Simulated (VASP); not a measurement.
# BaBr (P4/mmm) in VASP: relaxation of cell and atoms with PBE

Aim: the relaxation of cell and atoms of BaBr with PBE.

Program: VASP 6.6.1. These are calculated values, not measurements. Logs are shortened: lines on timing, memory, paths and dates and some standing lists are left out, and cuts for length are marked.

### 1 The cell of the first run

Symmetry: P4/mmm, No. 123, tetragonal system. Conventional cell: a = 4.047 Å, b = 4.047 Å, c = 4.064 Å, α = 90.00°, β = 90.00°, γ = 90.00°. Within 4.6 Å of Ba (site symmetry 4/mmm) lie 8 Br at 3.51 Å and 6 Ba at 4.05 to 4.06 Å. Br (site symmetry 4/mmm) has 8 Ba at 3.51 Å and 6 Br at 4.05 to 4.06 Å within 4.6 Å.

The cell was generated, and may not be a known phase.

### 2 Relaxation of cell and atoms, PBE

Contents of INCAR:

```
  PREC = Accurate
  ENCUT = 600
  EDIFF = 1E-7
  ISMEAR = 0
  SIGMA = 0.1
  LREAL = F
  LASPH = T
  NELM = 60
  ALGO = Normal
  ISIF = 3
  LWAVE = F
  LCHARG = F
  GGA = PE
  IBRION = 2
  NSW = 100
  EDIFFG = -0.01
```

Contents of KPOINTS:

```
Automatic mesh
0
Gamma
  14 14 14
```

Contents of POSCAR:

```
BaBr
1.0
    4.0466560012      0.0000000000      0.0000000000
    0.0000000000      4.0466560012      0.0000000000
    0.0000000000      0.0000000000      4.0636368931
Ba Br
1 1
Direct
    0.0000000000      0.0000000000      0.0000000000
    0.5000000000      0.5000000000      0.5000000000
```

Potentials or basis: VASP PAW PBE potentials, release 64 (Ba_sv, Br).

On the command line:

```
$ cat potpaw_PBE.64/Ba_sv/POTCAR potpaw_PBE.64/Br/POTCAR > POTCAR
$ mpirun -np 1 vasp_std > vasp.out
```

OUTCAR:

```text
PREC = Accurate
   ENCUT = 600
   EDIFF = 1E-7
   ISMEAR = 0
   LREAL = F
   LASPH = T
   NELM = 60
   ISIF = 3
   GGA = PE
   IBRION = 2
   NSW = 100
   EDIFFG = -0.01

 ion  position               nearest neighbor table
   1  0.000  0.000  0.000-   2 3.51   2 3.51   2 3.51   2 3.51   2 3.51   2 3.51   2 3.51   2 3.51

   2  0.500  0.500  0.500-   1 3.51   1 3.51   1 3.51   1 3.51   1 3.51   1 3.51   1 3.51   1 3.51

  LATTYP: Found a simple tetragonal cell.
 ALAT       =     4.0466560012
 C/A-ratio  =     1.0041962776

  Lattice vectors:

 A1 = (   4.0466560012,   0.0000000000,   0.0000000000)
 A2 = (   0.0000000000,   4.0466560012,   0.0000000000)
 A3 = (   0.0000000000,   0.0000000000,   4.0636368931)

Analysis of symmetry for initial positions (statically):
=====================================================================
 Subroutine PRICEL returns:
 Original cell was already a primitive cell.

 Routine SETGRP: Setting up the symmetry group for a
 simple tetragonal supercell.

 Subroutine GETGRP returns: Found 16 space group operations
 (whereof 16 operations were pure point group operations)
 out of a pool of 16 trial point group operations.

The static configuration has the point symmetry D_4h.

Analysis of symmetry for dynamics (positions and initial velocities):
=====================================================================
 Subroutine PRICEL returns:
 Original cell was already a primitive cell.

 Routine SETGRP: Setting up the symmetry group for a
 simple tetragonal supercell.

 Subroutine GETGRP returns: Found 16 space group operations
 (whereof 16 operations were pure point group operations)
 out of a pool of 16 trial point group operations.

The dynamic configuration has the point symmetry D_4h.

 Subroutine INISYM returns: Found 16 space group operations
 (whereof 16 operations are pure point group operations),
 and found     1 'primitive' translations

----------------------------------------------------------------------------------------

                                     Primitive cell

  volume of cell :      66.5438

  direct lattice vectors                    reciprocal lattice vectors
     4.046656001  0.000000000  0.000000000     0.247117620  0.000000000  0.000000000
     0.000000000  4.046656001  0.000000000     0.000000000  0.247117620  0.000000000
     0.000000000  0.000000000  4.063636893     0.000000000  0.000000000  0.246084979

  length of vectors
     4.046656001  4.046656001  4.063636893     0.247117620  0.247117620  0.246084979

  position of ions in fractional coordinates (direct lattice)
     0.000000000  0.000000000  0.000000000
     0.500000000  0.500000000  0.500000000

  ion indices of the primitive-cell ions
   primitive index   ion index
                 1           1
                 2           2

----------------------------------------------------------------------------------------

 KPOINTS: Automatic mesh

Automatic generation of k-mesh.
 Grid dimensions read from file:
 generate k-points for:   14   14   14

 Generating k-lattice:

  Cartesian coordinates                     Fractional coordinates (reciprocal lattice)
     0.017651259  0.000000000  0.000000000     0.071428571  0.000000000  0.000000000
     0.000000000  0.017651259  0.000000000     0.000000000  0.071428571  0.000000000
     0.000000000  0.000000000  0.017577499     0.000000000  0.000000000  0.071428571

  Length of vectors
     0.017651259  0.017651259  0.017577499

  Shift w.r.t. Gamma in fractional coordinates (k-lattice)
     0.000000000  0.000000000  0.000000000

 Subroutine IBZKPT returns following result:
 ===========================================

 Found    288 irreducible k-points:

 Following reciprocal coordinates:
            Coordinates               Weight
  0.000000  0.000000  0.000000      1.000000
  0.071429  0.000000  0.000000      4.000000
  0.142857  0.000000  0.000000      4.000000
  0.214286  0.000000  0.000000      4.000000
  0.285714  0.000000  0.000000      4.000000
  0.357143  0.000000  0.000000      4.000000
[... 16 lines left out ...]
  0.285714  0.214286  0.000000      8.000000
  0.357143  0.214286  0.000000      8.000000
 [... further k-points ...]
   k-points           NKPTS =    288   k-points in BZ     NKDIM =    288   number of bands    NBANDS=     12
   number of dos      NEDOS =    301   number of ions     NIONS =      2
   total plane-waves  NPLWV =  32768
   dimension x,y,z NGX =    32 NGY =   32 NGZ =   32
   dimension x,y,z NGXF=    64 NGYF=   64 NGZF=   64
   ions per type =               1   1
   NGX,Y,Z   is equivalent  to a cutoff of  13.15, 13.15, 13.09 a.u.
   NGXF,Y,Z  is equivalent  to a cutoff of  26.29, 26.29, 26.18 a.u.
 SYSTEM =  unknown system
   PREC   = accura    normal or accurate (medium, high low for compatibility)
   ISTART =      0    job   : 0-new  1-cont  2-samecut
   ICHARG =      2    charge: 1-file 2-atom 10-const
   ISPIN  =      1    spin polarized calculation?
   LNONCOLLINEAR =      F non collinear calculations
   LSORBIT =      F    spin-orbit coupling
   LASPH  =      T    aspherical Exc in radial PAW
   ENCUT  =  600.0 eV  44.10 Ry    6.64 a.u.   8.08  8.08  8.12*2*pi/ulx,y,z
   NELM   =     60;   NELMIN=  2; NELMDL= -5     # of ELM steps
   EDIFF  = 0.1E-06   stopping-criterion for ELM
   LREAL  =      F    real-space projection
   EDIFFG = -.1E-01   stopping-criterion for IOM
   NSW    =    100    number of steps for IOM
   IBRION =      2    ionic relax: 0-MD 1-quasi-New 2-CG
   NFREE  =      1    steps in history (QN), initial steepest desc. (CG)
   ISIF   =      3    stress and relaxation
   ISYM   =      2    0-nonsym 1-usesym 2-fastsym
   POTIM  = 0.5000    time-step for ionic-motion
   TEBEG  =    0.0;   TEEND  =   0.0 temperature during run
   PSTRESS=    0.0 pullay stress
   NELECT =      17.0000    total number of electrons
   NUPDOWN=      -1.0000    fix difference up-down
   EMIN   =  10.00;   EMAX   =-10.00  energy-range for DOS
   EFERMI =   0.00;   METHOD = LEGACY
   ISMEAR =     0;   SIGMA  =   0.10  broadening in eV -4-tet -1-fermi 0-gaus
   EFERMI_NEDOS =   21; number of points for ismear=-14 and -15
   IALGO  =     38    algorithm
   IMIX   =      4    mixing-type and parameters
     AMIX     =   0.40;   BMIX     =  1.00
     AMIX_MAG =   1.60;   BMIX_MAG =  1.00
  volume/ion in A,a.u.               =      33.27       224.53
  Fermi-wavevector in a.u.,A,eV,Ry     =   1.038776  1.963002 14.681447  1.079056
  Thomas-Fermi vector in A             =   2.173276
   LORBIT       =      0    0 simple, 1 ext, 2 COOP (PROOUT), +10 PAW based schemes
   GGA     = PE    functional components
   LHFCALC =     F    Hartree Fock is set to
   AEXX    =    0.0000 exact exchange contribution
   IVDW    =     0    specifies the selected vdW correction
   LEPSILON=     F    determine dielectric tensor
   LRPA    =     F    only Hartree local field effects (RPA)
 conjugate gradient relaxation of ions
 non-spin polarized calculation
 Gauss-broadening in eV      SIGMA  =   0.10
  energy-cutoff  :      600.00
  volume of cell :       66.54
 maximum number of plane-waves:      2272
   NGX = 17   NGY = 17   NGZ = 17

--------------------------------------- Ionic step        1  -------------------------------------------

 number of electron      16.9999997 magnetization

 Free energy of the ion-electron system (eV)
  ---------------------------------------------------
  ext. energy  EPLUGINS =         0.00000000
  ---------------------------------------------------
  free energy    TOTEN  =        -6.32212378 eV

  energy without entropy =       -6.30922615  energy(sigma->0) =       -6.31567497

------------------------ aborting loop because EDIFF is reached ----------------------------------------

  FORCE on cell =-STRESS in cart. coord.  units (eV):
  Direction    XX          YY          ZZ          XY          YZ          ZX
  --------------------------------------------------------------------------------------
  -------------------------------------------------------------------------------------
  Total        0.1903248      0.1903248      0.1644148      0.0000000      0.0000000     -0.0000000
  in kB        4.5824585      4.5824585      3.9586224      0.0000000      0.0000000     -0.0000000
  external PRESSURE =       4.3745131 kB  Pullay stress =       0.0000000 kB
[... 57 lines left out ...]
  energy  without entropy=       -6.3108115586  energy(sigma->0) =       -6.31730815

--------------------------------------- Ionic step        3  -------------------------------------------

 number of electron      17.0000000 magnetization

 Free energy of the ion-electron system (eV)
  ---------------------------------------------------
  ext. energy  EPLUGINS =         0.00000000
  ---------------------------------------------------
  free energy    TOTEN  =        -6.32411398 eV

  energy without entropy =       -6.31113474  energy(sigma->0) =       -6.31762436

 E-fermi :   4.8832     XC(G=0):  -8.8880

 val. band max:        4.8819770426   @ k =   0.2857   0.0714   0.2143
 cond. band min:       4.8842698327   @ k =   0.2143   0.0714   0.2857
 fundamental gap:      0.0022927901
 Fermi energy:         4.8832190768

 k-point     1 :       0.0000    0.0000    0.0000
  band No.  band energies     occupation
      1     -24.5644      2.00000
      2     -12.7107      2.00000
      3      -9.5809      2.00000
      4      -9.5696      2.00000
      5      -9.5696      2.00000
      6      -0.1640      2.00000
      7      -0.1504      2.00000
      8      -0.1504      2.00000
      9       3.8181      2.00000
     10       3.8257      2.00000
     11       4.0563      2.00000
     12       8.2789      0.00000
[... 331 lines left out ...]
 k-point    24 :       0.3571    0.2143    0.0000
  band No.  band energies     occupation
      1     -24.5080      2.00000
      2     -12.7243      2.00000
      3      -9.8762      2.00000
      4      -9.6813      2.00000
      5      -9.4896      2.00000
      6      -1.4212      2.00000
      7      -0.6683      2.00000
      8      -0.2826      2.00000
      9       4.8519      1.34180
     10       5.8096      0.00000
     11       6.7128      0.00000
     12       7.1459      0.00000

 [... further k-points ...]

------------------------ aborting loop because EDIFF is reached ----------------------------------------

  FORCE on cell =-STRESS in cart. coord.  units (eV):
  Direction    XX          YY          ZZ          XY          YZ          ZX
  --------------------------------------------------------------------------------------
  -------------------------------------------------------------------------------------
  Total        0.0007273      0.0007273     -0.0172171      0.0000000      0.0000000      0.0000000
  in kB        0.0171321      0.0171321     -0.4055671      0.0000000      0.0000000      0.0000000
  external PRESSURE =      -0.1237676 kB  Pullay stress =       0.0000000 kB
[... 17 lines left out ...]
  FREE ENERGIE OF THE ION-ELECTRON SYSTEM (eV)
  ---------------------------------------------------
  free  energy   TOTEN  =        -6.3241139790 eV

  energy  without entropy=       -6.3111347408  energy(sigma->0) =       -6.31762436

 reached required accuracy - stopping structural energy minimisation
```

It took 2.2 min on 1 thread of Intel Xeon 6975P-C (Granite Rapids), shared host; peak memory 0.47 GiB.

Results:

| Quantity | Value |
| --- | --- |
| Free energy | -6.3241 eV |
| Relaxed volume | 34.01 Å³/atom |
| Relaxed cell | a = 4.078 Å, b = 4.078 Å, c = 4.091 Å, α = 90.00°, β = 90.00°, γ = 90.00° |
| Space group after relaxing (to 0.1 Å) | Pm-3m (No. 221) |
| Energy gained by relaxing | 1.0 meV/atom |
| Ionic steps | 3 |
| Pressure after relaxing | 0.0 GPa |
| Band gap on the k mesh | zero (an odd number of electrons rules out a gap without spin polarisation) |

The path:
| step | energy change (eV) | largest force (eV/Å) | pressure (GPa) | volume (Å³) |
| --- | --- | --- | --- | --- |
| 1 | 0.0000 | 0.0000 | 0.44 | 66.54 |
| 2 | -0.0017 | 0.0000 | 0.17 | 67.42 |
| 3 | -0.0020 | 0.0000 | -0.01 | 68.02 |

Final structure:
```yaml
crystal:
  lattice:
    - [4.07768, 0.00000, 0.00000]
    - [0.00000, 4.07768, 0.00000]
    - [0.00000, 0.00000, 4.09055]
  atoms:
    - { symbol: Ba, position: [0.00000, 0.00000, 0.00000] }
    - { symbol: Br, position: [0.50000, 0.50000, 0.50000] }
```

Caveat: spin-orbit coupling is left out, which moves the levels of the heavy elements; an odd number of electrons without spin polarisation forces a metal; a magnetic or distorted state may lie lower.
